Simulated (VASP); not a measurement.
# Mg12Br in VASP: single point with LDA

Aim: the single point of Mg12Br with LDA.

Everything below comes from runs of VASP 6.6.1. Logs are shortened: lines on timing, memory, paths and dates and some standing lists are left out, and cuts for length are marked.

## Step 1: The cell of the first run

The cell holds a slab with vacuum, 13 atoms: a = 6.420 Å, b = 6.420 Å, c = 16.213 Å, α = 90.00°, β = 90.00°, γ = 60.00°.

## Step 2: Single point, LDA

The input, INCAR:

```
PREC     = Accurate       # precision mode
ENCUT    = 520            # plane-wave cutoff, eV
EDIFF    = 1E-6           # SCF threshold, eV
ISMEAR   = -1             # smearing method
SIGMA    = 0.1            # smearing width, eV
LREAL    = False          # projectors in reciprocal space
LASPH    = True           # aspherical terms in the spheres
NELM     = 100            # most SCF steps
ALGO     = Normal         # electronic algorithm
ISIF     = 2              # what is computed and relaxed
LWAVE    = False          # write WAVECAR
LCHARG   = False          # write CHGCAR
GGA      = CA             # functional
NBANDS   = 28             # bands
```

The input, KPOINTS:

```
regular mesh
0
Gamma
  2 2 1
```

The input, POSCAR:

```
Mg12Br
1.0
    6.4200000000      0.0000000000      0.0000000000
    3.2100000000      5.5598830000      0.0000000000
    0.0000000000      0.0000000000     16.2130400000
Mg Br
12 1
Direct
    0.0000000000      0.0000000000      0.0616787000
    0.5000000000      0.0000000000      0.0616787000
    0.0000000000      0.5000000000      0.0616787000
    0.5000000000      0.5000000000      0.0616787000
   -0.1721480172      0.3318320981      0.2175442011
    0.3348033051      0.3321238065      0.2176982287
   -0.1721505682      0.8393181561      0.2175508627
    0.3305031759      0.8343446142      0.2162293826
    0.0007088732     -0.0008327233      0.3734981899
    0.4917909159     -0.0014423658      0.3733219589
   -0.0051139122      0.5020752891      0.3653106519
    0.4919577308      0.5083108467      0.3733581968
    0.6567563164      0.1707376390      0.4935092136
```

Potentials or basis: VASP PAW LDA potentials, release 64 (Mg, Br).

Command:

```
cat potpaw_LDA.64/Mg/POTCAR potpaw_LDA.64/Br/POTCAR > POTCAR
mpirun -np 1 vasp_std > vasp.out
```

OUTCAR:

```text
PREC = Accurate
   ENCUT = 520
   EDIFF = 1E-6
   ISMEAR = -1
   LREAL = False
   LASPH = True
   NELM = 100
   ISIF = 2
   GGA = CA

 ion  position               nearest neighbor table
   1  0.000  0.000  0.062-   8 3.11   5 3.13   7 3.13   3 3.21   3 3.21   4 3.21   4 3.21   2 3.21
                             2 3.21
   2  0.500  0.000  0.062-   7 3.12   8 3.12   6 3.13   4 3.21   3 3.21   4 3.21   3 3.21   1 3.21
                             1 3.21
   3  0.000  0.500  0.062-   6 3.14   7 3.15   5 3.16   1 3.21   1 3.21   2 3.21   2 3.21   4 3.21
                             4 3.21
   4  0.500  0.500  0.062-   5 3.12   8 3.12   6 3.13   2 3.21   1 3.21   2 3.21   1 3.21   3 3.21
                             3 3.21
   5  0.828  0.332  0.218-  11 3.04   4 3.12   1 3.13   9 3.13  12 3.14   3 3.16   7 3.16   6 3.16
                             8 3.21   8 3.21   6 3.26   7 3.26
   6  0.335  0.332  0.218-  11 3.05  12 3.13   2 3.13  10 3.13   4 3.13   3 3.14   5 3.16   7 3.16
                             8 3.21   8 3.21   7 3.26   5 3.26
   7  0.828  0.839  0.218-  11 3.04   2 3.12   1 3.13   9 3.13  10 3.14   3 3.15   5 3.16   6 3.16
                             8 3.21   8 3.21   6 3.26   5 3.26
   8  0.331  0.834  0.216-   1 3.11   4 3.12   2 3.12  10 3.12  12 3.13   9 3.14   7 3.21   6 3.21
                             5 3.21   6 3.21   5 3.21   7 3.21
   9  0.001  0.999  0.373-  13 2.73   5 3.13   7 3.13   8 3.14  10 3.15  12 3.15  11 3.21  11 3.21
                            12 3.27  10 3.27
  10  0.492  0.999  0.373-  13 2.70   8 3.12   6 3.13   7 3.14  12 3.15   9 3.15  11 3.21  11 3.21
                             9 3.27  12 3.27
  11  0.995  0.502  0.365-   7 3.04   5 3.04   6 3.05  10 3.21  12 3.21   9 3.21   9 3.21  12 3.21
                            10 3.21
  12  0.492  0.508  0.373-  13 2.71   8 3.13   6 3.13   5 3.14  10 3.15   9 3.15  11 3.21  11 3.21
                             9 3.27  10 3.27
  13  0.657  0.171  0.494-  10 2.70  12 2.71   9 2.73

  LATTYP: Found a hexagonal cell.
 ALAT       =     6.4199999201
 C/A-ratio  =     2.5253956701

  Lattice vectors:

 A1 = (  -3.2100000000,  -5.5598830000,   0.0000000000)
 A2 = (   6.4200000000,   0.0000000000,   0.0000000000)
 A3 = (   0.0000000000,   0.0000000000,  16.2130400000)

Analysis of symmetry for initial positions (statically):
=====================================================================
 Subroutine PRICEL returns:
 Original cell was already a primitive cell.

 Routine SETGRP: Setting up the symmetry group for a
 hexagonal supercell.

 Subroutine GETGRP returns: Found  1 space group operations
 (whereof  1 operations were pure point group operations)
 out of a pool of 24 trial point group operations.

The static configuration has the point symmetry C_1 .

Analysis of symmetry for dynamics (positions and initial velocities):
=====================================================================
 Subroutine PRICEL returns:
 Original cell was already a primitive cell.

 Routine SETGRP: Setting up the symmetry group for a
 hexagonal supercell.

 Subroutine GETGRP returns: Found  1 space group operations
 (whereof  1 operations were pure point group operations)
 out of a pool of 24 trial point group operations.

The dynamic configuration has the point symmetry C_1 .

 Subroutine INISYM returns: Found  1 space group operations
 (whereof  1 operations are pure point group operations),
 and found     1 'primitive' translations

----------------------------------------------------------------------------------------

                                     Primitive cell

  volume of cell :     578.7155

  direct lattice vectors                    reciprocal lattice vectors
     6.420000000  0.000000000  0.000000000     0.155763240 -0.089929950  0.000000000
     3.210000000  5.559883000  0.000000000     0.000000000  0.179859900  0.000000000
     0.000000000  0.000000000 16.213040000     0.000000000  0.000000000  0.061678747

  length of vectors
     6.420000000  6.419999920 16.213040000     0.179859898  0.179859900  0.061678747

  position of ions in fractional coordinates (direct lattice)
     0.000000000  0.000000000  0.061678700
     0.500000000  0.000000000  0.061678700
     1.000000000  0.500000000  0.061678700
     0.500000000  0.500000000  0.061678700
     0.827851983  0.331832098  0.217544201
     0.334803305  0.332123807  0.217698229
     0.827849432  0.839318156  0.217550863
     0.330503176  0.834344614  0.216229383
     0.000708873  0.999167277  0.373498190
     0.491790916  0.998557634  0.373321959
     0.994886088  0.502075289  0.365310652
     0.491957731  0.508310847  0.373358197
     0.656756316  0.170737639  0.493509214

  ion indices of the primitive-cell ions
   primitive index   ion index
                 1           1
                 2           2
                 3           3
                 4           4
                 5           5
                 6           6
                 7           7
                 8           8
                 9           9
                10          10
                11          11
                12          12
                13          13

----------------------------------------------------------------------------------------

 KPOINTS: regular mesh

Automatic generation of k-mesh.
 Grid dimensions read from file:
 generate k-points for:    2    2    1

 Generating k-lattice:

  Cartesian coordinates                     Fractional coordinates (reciprocal lattice)
     0.077881620 -0.044964975  0.000000000     0.500000000 -0.000000000  0.000000000
     0.000000000  0.089929950  0.000000000     0.000000000  0.500000000  0.000000000
     0.000000000  0.000000000  0.061678747     0.000000000  0.000000000  1.000000000

  Length of vectors
     0.089929949  0.089929950  0.061678747

  Shift w.r.t. Gamma in fractional coordinates (k-lattice)
     0.000000000  0.000000000  0.000000000

 Subroutine IBZKPT returns following result:
 ===========================================

 Found      4 irreducible k-points:

 Following reciprocal coordinates:
            Coordinates               Weight
  0.000000  0.000000  0.000000      1.000000
  0.500000  0.000000  0.000000      1.000000
  0.500000  0.500000  0.000000      1.000000
  0.000000  0.500000  0.000000      1.000000
   k-points           NKPTS =      4   k-points in BZ     NKDIM =      4   number of bands    NBANDS=     28
   number of dos      NEDOS =    301   number of ions     NIONS =     13
   total plane-waves  NPLWV = 290304
   dimension x,y,z NGX =    48 NGY =   48 NGZ =  126
   dimension x,y,z NGXF=    96 NGYF=   96 NGZF=  252
   ions per type =              12   1
   NGX,Y,Z   is equivalent  to a cutoff of  12.43, 12.43, 12.92 a.u.
   NGXF,Y,Z  is equivalent  to a cutoff of  24.86, 24.86, 25.84 a.u.
 SYSTEM =  unknown system
   PREC   = accura    normal or accurate (medium, high low for compatibility)
   ISTART =      0    job   : 0-new  1-cont  2-samecut
   ICHARG =      2    charge: 1-file 2-atom 10-const
   ISPIN  =      1    spin polarized calculation?
   LNONCOLLINEAR =      F non collinear calculations
   LSORBIT =      F    spin-orbit coupling
   LASPH  =      T    aspherical Exc in radial PAW
   ENCUT  =  520.0 eV  38.22 Ry    6.18 a.u.  11.94 11.94 30.15*2*pi/ulx,y,z
   NELM   =    100;   NELMIN=  2; NELMDL= -5     # of ELM steps
   EDIFF  = 0.1E-05   stopping-criterion for ELM
   LREAL  =      F    real-space projection
   EDIFFG = 0.1E-04   stopping-criterion for IOM
   NSW    =      0    number of steps for IOM
   IBRION =     -1    ionic relax: 0-MD 1-quasi-New 2-CG
   NFREE  =      0    steps in history (QN), initial steepest desc. (CG)
   ISIF   =      2    stress and relaxation
   ISYM   =      2    0-nonsym 1-usesym 2-fastsym
   POTIM  = 0.5000    time-step for ionic-motion
   TEBEG  =    0.0;   TEEND  =   0.0 temperature during run
   PSTRESS=    0.0 pullay stress
   NELECT =      31.0000    total number of electrons
   NUPDOWN=      -1.0000    fix difference up-down
   EMIN   =  10.00;   EMAX   =-10.00  energy-range for DOS
   EFERMI =   0.00;   METHOD = LEGACY
   ISMEAR =    -1;   SIGMA  =   0.10  broadening in eV -4-tet -1-fermi 0-gaus
   EFERMI_NEDOS =   21; number of points for ismear=-14 and -15
   IALGO  =     38    algorithm
   IMIX   =      4    mixing-type and parameters
     AMIX     =   0.40;   BMIX     =  1.00
     AMIX_MAG =   1.60;   BMIX_MAG =  1.00
  volume/ion in A,a.u.               =      44.52       300.41
  Fermi-wavevector in a.u.,A,eV,Ry     =   0.617126  1.166199  5.181700  0.380844
  Thomas-Fermi vector in A             =   1.675100
   LORBIT       =      0    0 simple, 1 ext, 2 COOP (PROOUT), +10 PAW based schemes
   GGA     = CA    functional components
   LHFCALC =     F    Hartree Fock is set to
   AEXX    =    0.0000 exact exchange contribution
   IVDW    =     0    specifies the selected vdW correction
   LEPSILON=     F    determine dielectric tensor
   LRPA    =     F    only Hartree local field effects (RPA)
 non-spin polarized calculation
  energy-cutoff  :      520.00
  volume of cell :      578.72
 maximum number of plane-waves:     15596
 NGX is ok and might be reduce to    48
   NGX = 23   NGY = 23   NGZ = 61

 number of electron      30.9999999 magnetization

 Free energy of the ion-electron system (eV)
  ---------------------------------------------------
  ext. energy  EPLUGINS =         0.00000000
  ---------------------------------------------------
  free energy    TOTEN  =       -23.84207431 eV

  energy without entropy =      -23.66088704  energy(sigma->0) =      -23.75148068

 E-fermi :  -0.2691     XC(G=0):  -5.4848

 val. band max:       -0.4581396096   @ k =   0.0000   0.0000   0.0000
 cond. band min:      -0.2281538907   @ k =   0.0000   0.0000   0.0000
 fundamental gap:      0.2299857188
 Fermi energy:        -0.2691183639

 k-point     1 :       0.0000    0.0000    0.0000
  band No.  band energies     occupation
      1     -16.5167      2.00000
      2      -7.0657      2.00000
      3      -5.8930      2.00000
      4      -4.9181      2.00000
      5      -4.9026      2.00000
      6      -4.7758      2.00000
[... 19 lines left out ...]
     26       1.7382      0.00000
     27       1.9793      0.00000

 k-point     2 :       0.5000    0.0000    0.0000
  band No.  band energies     occupation
      1     -16.5147      2.00000
      2      -6.0405      2.00000
      3      -5.9138      2.00000
      4      -5.2845      2.00000
      5      -5.1288      2.00000
      6      -4.9914      2.00000
[... 19 lines left out ...]
     26       2.5472      0.00000
     27       2.5788      0.00000

 k-point     3 :       0.5000    0.5000    0.0000
  band No.  band energies     occupation
      1     -16.5147      2.00000
      2      -6.0394      2.00000
      3      -5.9168      2.00000
      4      -5.2840      2.00000
      5      -5.1367      2.00000
      6      -4.9799      2.00000
[... 19 lines left out ...]
     26       2.5578      0.00000
     27       2.5736      0.00000

 k-point     4 :       0.0000    0.5000    0.0000
  band No.  band energies     occupation
      1     -16.5147      2.00000
      2      -6.0397      2.00000
      3      -5.9162      2.00000
      4      -5.2842      2.00000
      5      -5.1361      2.00000
      6      -4.9808      2.00000
[... 19 lines left out ...]
     26       2.5562      0.00000
     27       2.5743      0.00000
 [bands above 27 left out]

------------------------ aborting loop because EDIFF is reached ----------------------------------------

  FORCE on cell =-STRESS in cart. coord.  units (eV):
  Direction    XX          YY          ZZ          XY          YZ          ZX
  --------------------------------------------------------------------------------------
  -------------------------------------------------------------------------------------
  Total       -5.5264066     -5.4985632     -0.3890647      0.0246594     -0.0569997      0.1256359
  in kB      -15.2998889    -15.2228044     -1.0771279      0.0682698     -0.1578040      0.3478237
  external PRESSURE =     -10.5332737 kB  Pullay stress =       0.0000000 kB

 VOLUME and BASIS-vectors are now :
 -----------------------------------------------------------------------------
  energy-cutoff  :      520.00
  volume of cell :      578.72
      direct lattice vectors                 reciprocal lattice vectors
     6.420000000  0.000000000  0.000000000     0.155763240 -0.089929950  0.000000000
     3.210000000  5.559883000  0.000000000     0.000000000  0.179859900  0.000000000
     0.000000000  0.000000000 16.213040000     0.000000000  0.000000000  0.061678747

 POSITION                                       TOTAL-FORCE (eV/Angst)
 -----------------------------------------------------------------------------------
      0.00000      0.00000      1.00000         0.035322     -0.021597      0.002769
      3.21000      0.00000      1.00000        -0.046248     -0.020843      0.008225
      1.60500      2.77994      1.00000        -0.005090      0.001795      0.047506
      4.81500      2.77994      1.00000        -0.006017      0.048841      0.007853
      6.37999      1.84495      3.52705         0.000868     -0.000848      0.002069
      3.21555      1.84657      3.52955         0.003353     -0.000235     -0.001809
      8.00900      4.66651      3.52716         0.003075      0.001554      0.001639
      4.80008      4.63886      3.50574         0.000205     -0.000872     -0.000120
      3.21188      5.55525      6.05554        -0.000073     -0.001318     -0.009973
      6.36267      5.55186      6.05268        -0.003237     -0.001419     -0.012879
      7.99883      2.79148      5.92280         0.001678     -0.001682     -0.014082
      4.79005      2.82615      6.05327        -0.001197      0.005441     -0.013902
      4.76444      0.94928      8.00128         0.017361     -0.008817     -0.017296
 -----------------------------------------------------------------------------------
    total drift:                                0.000057     -0.000092     -0.000428

  FREE ENERGIE OF THE ION-ELECTRON SYSTEM (eV)
  ---------------------------------------------------
  free  energy   TOTEN  =       -23.8420743126 eV

  energy  without entropy=      -23.6608870435  energy(sigma->0) =      -23.75148068
```

Wall time 1.7 min (1 thread of AMD EPYC 9R45 (Zen 5), shared host); peak memory 0.43 GiB.

Results:

```
Free energy   : -23.8421 eV
Largest force : 0.051 eV/Å
```

Forces in eV/Å, atoms in the order of the input:
```
Mg   0.035 -0.022  0.003
Mg  -0.046 -0.021  0.008
Mg  -0.005  0.002  0.048
Mg  -0.006  0.049  0.008
Mg   0.001 -0.001  0.002
Mg   0.003  0.000 -0.002
Mg   0.003  0.002  0.002
Mg   0.000 -0.001  0.000
Mg   0.000 -0.001 -0.010
Mg  -0.003 -0.001 -0.013
Mg   0.002 -0.002 -0.014
Mg  -0.001  0.005 -0.014
Br   0.017 -0.009 -0.017
```

Levels at points of the mesh, in eV from the Fermi level:
| k point | band 10 | band 11 | band 12 | band 13 | band 14 | band 15 | band 16 | band 17 | band 18 | band 19 |
| --- | --- | --- | --- | --- | --- | --- | --- | --- | --- | --- |
| (0.00, 0.00, 0.00) | -2.07 | -1.91 | -1.91 | -1.84 | -0.93 | -0.84 | -0.83 | -0.59 | -0.20 | -0.19 |
| (0.50, 0.00, 0.00) | -3.08 | -1.90 | -1.71 | -1.60 | -1.21 | 0.11 | 0.38 | 0.47 | 0.95 | 1.37 |
| (0.50, 0.50, 0.00) | -3.08 | -1.90 | -1.72 | -1.60 | -1.21 | 0.11 | 0.38 | 0.47 | 0.94 | 1.37 |
| (0.00, 0.50, 0.00) | -3.08 | -1.90 | -1.72 | -1.60 | -1.21 | 0.11 | 0.38 | 0.47 | 0.94 | 1.37 |

Caveat: the k points lie up to 0.57 Å⁻¹ apart; an odd number of electrons without spin polarisation forces a metal; a magnetic or distorted state may lie lower.
